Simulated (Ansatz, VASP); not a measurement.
# One calculation of K, two programs

```
K
1.0
     4.65494    0.00000    0.00000
    -2.32747    4.03130    0.00000
     0.00000    0.00000   15.20303
K
4
Cartesian
  0.0000 0.0000 0.0000
  0.0000 0.0000 7.6015
  0.0000 2.6875 3.8008
  2.3275 1.3438 11.4023
```

Alike in both runs: functional PBEsol; k mesh 8 × 8 × 2; occupations fermi-dirac, width 0.1 eV; no spin polarisation.

Ansatz relaxed the structure, and its values are those at the end. VASP's run is a single point on that final structure, the one shown.

```csv
,VASP,Ansatz
version,VASP 6.6.1,Ansatz 0.2.0
potentials or method,"VASP PAW PBE potentials, release 64 (K_sv), cutoff 520 eV","plane waves (420 eV) with PAW, scalar-relativistic"
valence electrons in the cell,36,36
```

```csv
,VASP,Ansatz,Ansatz less VASP
pressure (GPa),0.0,0.0,+0.01
```

VASP's potentials were made for PBE, not for PBEsol, and Ansatz warns of the same on its side. With one functional, cell and mesh, what is left measures potentials, basis and numerics.
